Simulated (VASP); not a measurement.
# KNi2AsO4 (I-42m) in VASP: single point with r2SCAN

Aim: the single point of KNi2AsO4 with r2SCAN.

Everything below comes from runs of VASP 6.6.1. Logs are shortened: lines on timing, memory, paths and dates and some standing lists are left out, and cuts for length are marked.

### Step 1. The cell of the first run

Symmetry: I-42m, No. 121, tetragonal system. The conventional cell has a = 5.636 Å, b = 5.636 Å, c = 6.761 Å, α = 90.00°, β = 90.00°, γ = 90.00°. Ni (site symmetry -4) has 4 O at 2.24 Å within 3.0 Å. Within 2.2 Å of As (site symmetry -42m) lie 4 O at 1.62 Å. Within 3.7 Å of K (site symmetry -42m) lie 8 O at 2.80 to 2.81 Å and 8 Ni at 3.29 Å and 2 As at 3.38 Å. Within 2.3 Å of O (site symmetry m) lie 1 As at 1.62 Å and 2 Ni at 2.24 Å.

### Step 2. Single point, r2SCAN, collinear spin, ferromagnetic start

File POSCAR:

```
KNi2AsO4
1.0
   -2.8179522600      2.8179522600      3.3804158300
    2.8179522600     -2.8179522600      3.3804158300
    2.8179522600      2.8179522600     -3.3804158300
Ni As K O
2 1 1 4
Direct
    0.2500000000      0.7500000000      0.5000000000
    0.7500000000      0.2500000000      0.5000000000
    0.0000000000      0.0000000000      0.0000000000
    0.5000000000      0.5000000000      0.0000000000
    0.0315000000      0.6965000000      0.0000000000
    0.3035000000      0.3035000000      0.3350000000
    0.6965000000      0.0315000000      0.0000000000
    0.9685000000      0.9685000000      0.6650000000
```

File INCAR.step1:

```
SYSTEM = KNi2AsO4
  PREC = Accurate
  ENCUT = 520
  ISMEAR = -1
  SIGMA = 0.1
  LREAL = .FALSE.
  LASPH = .TRUE.
  NELM = 150
  ISPIN = 2
  MAGMOM = 1.15 1.15 0 0 0.02 0.02 0.02 0.02
  LMAXMIX = 4
  NBANDS = 43
  GGA = PE
  ALGO = Normal
  EDIFF = 1E-4
  LWAVE = .TRUE.
  LCHARG = .FALSE.
```

File INCAR.step2:

```
SYSTEM = KNi2AsO4
  PREC = Accurate
  ENCUT = 520
  EDIFF = 1E-7
  ISMEAR = -1
  SIGMA = 0.1
  LREAL = .FALSE.
  LASPH = .TRUE.
  NELM = 150
  ALGO = Normal
  ISIF = 2
  LWAVE = .FALSE.
  LCHARG = .TRUE.
  ISPIN = 2
  MAGMOM = 1.15 1.15 0 0 0.02 0.02 0.02 0.02
  LORBIT = 11
  LMAXMIX = 4
  METAGGA = R2SCAN
  LMIXTAU = .TRUE.
  LELF = .TRUE.
  LVHAR = .TRUE.
  NBANDS = 43
  ISTART = 1
```

File KPOINTS:

```
Automatic mesh
0
G
  5 5 5
  0 0 0
```

Potentials or basis: VASP PAW PBE potentials, release 64 (Ni, As, K_sv, O).

The run is started by

```bash
> cat potpaw_PBE.64/Ni/POTCAR potpaw_PBE.64/As/POTCAR potpaw_PBE.64/K_sv/POTCAR potpaw_PBE.64/O/POTCAR > POTCAR
> cp INCAR.step1 INCAR
> mpirun -np 1 vasp_std > vasp.out
> cp INCAR.step2 INCAR
> mpirun -np 1 vasp_std > vasp.out
```

OUTCAR:

```text
SYSTEM = KNi2AsO4
   PREC = Accurate
   ENCUT = 520
   EDIFF = 1E-7
   ISMEAR = -1
   LREAL = .FALSE.
   LASPH = .TRUE.
   NELM = 150
   ISIF = 2
   ISPIN = 2
   LORBIT = 11
   METAGGA = R2SCAN
   ISTART = 1

 ion  position               nearest neighbor table
   1  0.250  0.750  0.500-   6 2.24   7 2.24   8 2.24   5 2.24   4 3.29   4 3.29   4 3.29   4 3.29

   2  0.750  0.250  0.500-   6 2.24   5 2.24   8 2.24   7 2.24   4 3.29   4 3.29   4 3.29   4 3.29

   3  0.000  0.000  0.000-   5 1.62   6 1.62   7 1.62   8 1.62
   4  0.500  0.500  0.000-   5 2.80   7 2.80   6 2.80   8 2.80   8 2.81   7 2.81   6 2.81   5 2.81
                             2 3.29   1 3.29   1 3.29   2 3.29   2 3.29   1 3.29   2 3.29   1 3.29
   5  0.032  0.697  0.000-   3 1.62   1 2.24   2 2.24   4 2.80   4 2.81
   6  0.303  0.303  0.335-   3 1.62   2 2.24   1 2.24   4 2.80   4 2.81
   7  0.697  0.032  0.000-   3 1.62   2 2.24   1 2.24   4 2.80   4 2.81
   8  0.968  0.968  0.665-   3 1.62   2 2.24   1 2.24   4 2.80   4 2.81

  LATTYP: Found a body centered tetragonal cell.
 ALAT       =     5.6359045200
 C/A-ratio  =     1.1996001061

  Lattice vectors:

 A1 = (  -2.8179522600,   2.8179522600,   3.3804158300)
 A2 = (   2.8179522600,  -2.8179522600,   3.3804158300)
 A3 = (   2.8179522600,   2.8179522600,  -3.3804158300)

Analysis of symmetry for initial positions (statically):
=====================================================================
 Subroutine PRICEL returns:
 Original cell was already a primitive cell.

 Routine SETGRP: Setting up the symmetry group for a
 body centered tetragonal supercell.

 Subroutine GETGRP returns: Found  8 space group operations
 (whereof  8 operations were pure point group operations)
 out of a pool of 16 trial point group operations.

The static configuration has the point symmetry D_2d.

Analysis of symmetry for dynamics (positions and initial velocities):
=====================================================================
 Subroutine PRICEL returns:
 Original cell was already a primitive cell.

 Routine SETGRP: Setting up the symmetry group for a
 body centered tetragonal supercell.

 Subroutine GETGRP returns: Found  8 space group operations
 (whereof  8 operations were pure point group operations)
 out of a pool of 16 trial point group operations.

The dynamic configuration has the point symmetry D_2d.

Analysis of structural, dynamic, and magnetic symmetry:
=====================================================================
 Subroutine PRICEL returns:
 Original cell was already a primitive cell.

 Routine SETGRP: Setting up the symmetry group for a
 body centered tetragonal supercell.

 Subroutine GETGRP returns: Found  8 space group operations
 (whereof  8 operations were pure point group operations)
 out of a pool of 16 trial point group operations.

The overall configuration has the point symmetry D_2d.

 Subroutine INISYM returns: Found  8 space group operations
 (whereof  8 operations are pure point group operations),
 and found     1 'primitive' translations

----------------------------------------------------------------------------------------

                                     Primitive cell

  volume of cell :     107.3736

  direct lattice vectors                    reciprocal lattice vectors
    -2.817952260  2.817952260  3.380415830     0.000000000  0.177433808  0.147910797
     2.817952260 -2.817952260  3.380415830     0.177433808  0.000000000  0.147910797
     2.817952260  2.817952260 -3.380415830     0.177433808  0.177433808  0.000000000

  length of vectors
     5.225793821  5.225793821  5.225793821     0.230998615  0.230998615  0.250929298

  position of ions in fractional coordinates (direct lattice)
     0.250000000  0.750000000  0.500000000
     0.750000000  0.250000000  0.500000000
     0.000000000  0.000000000  0.000000000
     0.500000000  0.500000000  0.000000000
     0.031500000  0.696500000  0.000000000
     0.303500000  0.303500000  0.335000000
     0.696500000  0.031500000  0.000000000
     0.968500000  0.968500000  0.665000000

  ion indices of the primitive-cell ions
   primitive index   ion index
[... 56 lines left out ...]
   number of dos      NEDOS =    301   number of ions     NIONS =      8
   total plane-waves  NPLWV =  64000
   dimension x,y,z NGX =    40 NGY =   40 NGZ =   40
   dimension x,y,z NGXF=    80 NGYF=   80 NGZF=   80
   ions per type =               2   1   1   4
   NGX,Y,Z   is equivalent  to a cutoff of  12.73, 12.73, 12.73 a.u.
   NGXF,Y,Z  is equivalent  to a cutoff of  25.45, 25.45, 25.45 a.u.
 SYSTEM =  KNi2AsO4
   PREC   = accura    normal or accurate (medium, high low for compatibility)
   ISTART =      1    job   : 0-new  1-cont  2-samecut
   ICHARG =      0    charge: 1-file 2-atom 10-const
   ISPIN  =      2    spin polarized calculation?
   LNONCOLLINEAR =      F non collinear calculations
   LSORBIT =      F    spin-orbit coupling
   LASPH  =      T    aspherical Exc in radial PAW
   ENCUT  =  520.0 eV  38.22 Ry    6.18 a.u.   9.72  9.72  9.72*2*pi/ulx,y,z
   NELM   =    150;   NELMIN=  2; NELMDL=  0     # of ELM steps
   EDIFF  = 0.1E-06   stopping-criterion for ELM
   LREAL  =      F    real-space projection
   EDIFFG = 0.1E-05   stopping-criterion for IOM
   NSW    =      0    number of steps for IOM
   IBRION =     -1    ionic relax: 0-MD 1-quasi-New 2-CG
   NFREE  =      0    steps in history (QN), initial steepest desc. (CG)
   ISIF   =      2    stress and relaxation
   ISYM   =      2    0-nonsym 1-usesym 2-fastsym
   POTIM  = 0.5000    time-step for ionic-motion
   TEBEG  =    0.0;   TEEND  =   0.0 temperature during run
   PSTRESS=    0.0 pullay stress
   NELECT =      58.0000    total number of electrons
   NUPDOWN=      -1.0000    fix difference up-down
   EMIN   =  10.00;   EMAX   =-10.00  energy-range for DOS
   EFERMI =   0.00;   METHOD = LEGACY
   ISMEAR =    -1;   SIGMA  =   0.10  broadening in eV -4-tet -1-fermi 0-gaus
   EFERMI_NEDOS =   21; number of points for ismear=-14 and -15
   IALGO  =     38    algorithm
   IMIX   =      4    mixing-type and parameters
     AMIX     =   0.40;   BMIX     =  1.00
     AMIX_MAG =   1.60;   BMIX_MAG =  1.00
  volume/ion in A,a.u.               =      13.42        90.57
  Fermi-wavevector in a.u.,A,eV,Ry     =   1.333271  2.519516 24.185866  1.777611
  Thomas-Fermi vector in A             =   2.462142
   LORBIT       =     11    0 simple, 1 ext, 2 COOP (PROOUT), +10 PAW based schemes
   METAGGA = R2SCAN    functional components
   LHFCALC =     F    Hartree Fock is set to
   AEXX    =    0.0000 exact exchange contribution
   IVDW    =     0    specifies the selected vdW correction
   LEPSILON=     F    determine dielectric tensor
   LRPA    =     F    only Hartree local field effects (RPA)
 spin polarized calculation
  energy-cutoff  :      520.00
  volume of cell :      107.37
 maximum number of plane-waves:      2941
   NGX = 19   NGY = 19   NGZ = 19

 number of electron      58.0000004 magnetization       2.1552276

 Free energy of the ion-electron system (eV)
  ---------------------------------------------------
  ext. energy  EPLUGINS =         0.00000000
  ---------------------------------------------------
  free energy    TOTEN  =       -75.96294864 eV

  energy without entropy =      -75.92950104  energy(sigma->0) =      -75.94622484

 E-fermi :   5.1786     XC(G=0): -10.8109

 val. band max:        5.1256472866   @ k =  -0.4000   0.4000   0.4000
 cond. band min:       5.2120295995   @ k =  -0.2000   0.2000   0.0000
 fundamental gap:      0.0863823129
 Fermi energy:         5.1786150281

 spin component 1

 k-point     1 :       0.0000    0.0000    0.0000
  band No.  band energies     occupation
      1     -26.8484      1.00000
      2     -19.7383      1.00000
      3     -17.0199      1.00000
      4     -17.0199      1.00000
      5     -16.9561      1.00000
      6      -9.7012      1.00000
[... 781 lines left out ...]
     40      12.9052      0.00000
     41      14.4764      0.00000
 Fermi energy:         5.1786150281

 spin component 2

 k-point     1 :       0.0000    0.0000    0.0000
  band No.  band energies     occupation
      1     -26.8530      1.00000
      2     -19.6969      1.00000
      3     -16.9698      1.00000
      4     -16.9698      1.00000
      5     -16.9047      1.00000
      6      -9.7033      1.00000
[... 781 lines left out ...]
     40      12.9215      0.00000
     41      14.5606      0.00000
 [bands above 41 left out]

------------------------ aborting loop because EDIFF is reached ----------------------------------------

  FORCE on cell =-STRESS in cart. coord.  units (eV):
  Direction    XX          YY          ZZ          XY          YZ          ZX
  --------------------------------------------------------------------------------------
  -------------------------------------------------------------------------------------
  Total        4.3468115      4.3468115      6.6665520      0.0000000     -0.0000000     -0.0000000
  in kB       64.8610555     64.8610555     99.4751209      0.0000000     -0.0000000     -0.0000000
  external PRESSURE =      76.3990773 kB  Pullay stress =       0.0000000 kB

 VOLUME and BASIS-vectors are now :
 -----------------------------------------------------------------------------
  energy-cutoff  :      520.00
  volume of cell :      107.37
      direct lattice vectors                 reciprocal lattice vectors
    -2.817952260  2.817952260  3.380415830     0.000000000  0.177433808  0.147910797
     2.817952260 -2.817952260  3.380415830     0.177433808  0.000000000  0.147910797
     2.817952260  2.817952260 -3.380415830     0.177433808  0.177433808  0.000000000

 POSITION                                       TOTAL-FORCE (eV/Angst)
 -----------------------------------------------------------------------------------
      2.81795      0.00000      1.69021         0.000000     -0.000000      0.000000
      0.00000      2.81795      1.69021         0.000000     -0.000000      0.000000
      0.00000      0.00000      0.00000         0.000000     -0.000000      0.000000
      0.00000      0.00000      3.38042         0.000000     -0.000000      0.000000
      1.87394     -1.87394      2.46094        -2.655142      2.655142     -3.179424
      0.94401      0.94401      0.91947         2.655142      2.655142      3.179424
     -1.87394      1.87394      2.46094         2.655142     -2.655142     -3.179424
      1.87394      1.87394      4.29989        -2.655142     -2.655142      3.179424
 -----------------------------------------------------------------------------------
    total drift:                                0.000070      0.000070     -0.000062

  FREE ENERGIE OF THE ION-ELECTRON SYSTEM (eV)
  ---------------------------------------------------
  free  energy   TOTEN  =       -75.9629486351 eV

  energy  without entropy=      -75.9295010394  energy(sigma->0) =      -75.94622484

 total charge

# of ion       s       p       d       tot
------------------------------------------
    1        0.240   0.189   8.424   8.853
    2        0.240   0.189   8.424   8.853
    3        1.080   1.643   0.601   3.323
    4        1.964   5.689   0.041   7.694
    5        1.572   3.545   0.000   5.118
    6        1.572   3.545   0.000   5.118
    7        1.572   3.545   0.000   5.118
    8        1.572   3.545   0.000   5.118
--------------------------------------------------
tot          9.814  21.891  17.489  49.194

 magnetization (x)

# of ion       s       p       d       tot
------------------------------------------
    1       -0.007   0.002   1.056   1.051
    2       -0.007   0.002   1.056   1.051
    3        0.004   0.004   0.003   0.010
    4       -0.000  -0.001  -0.002  -0.004
    5        0.005   0.017   0.000   0.022
    6        0.005   0.017   0.000   0.022
    7        0.005   0.017   0.000   0.022
    8        0.005   0.017   0.000   0.022
--------------------------------------------------
tot          0.009   0.075   2.112   2.196
```

It took 9.2 min on 1 thread of Intel Xeon Platinum 8488C (Sapphire Rapids), shared host; peak memory 0.41 GiB.

Results:

| Quantity | Value |
| --- | --- |
| Free energy | -75.9629 eV |
| Pressure | 7.6 GPa |
| Largest force | 4.920 eV/Å |
| Net moment | 2.16 μB per cell |
| Site moments | Ni +1.05; As +0.01; K -0.00; O +0.02 μB |
| Valence electrons inside the program's atomic spheres | Ni 8.85; As 3.32; K 7.69; O 5.12 |

Forces on the atoms (eV/Å):
```
Ni   0.000  0.000  0.000
Ni   0.000  0.000  0.000
As   0.000  0.000  0.000
K    0.000  0.000  0.000
O   -2.655  2.655 -3.179
O    2.655  2.655  3.179
O    2.655 -2.655 -3.179
O   -2.655 -2.655  3.179
```

Caveat: the cell stands under pressure; the PAW data sets were made with another functional, which shifts forces and pressure a little; semilocal functionals often make such compounds metallic where correlation or magnetic order opens a gap, which also shifts bond lengths. With open d or f shells a metallic result of r2SCAN can be an artefact of self-interaction; +U or a hybrid may open a gap.
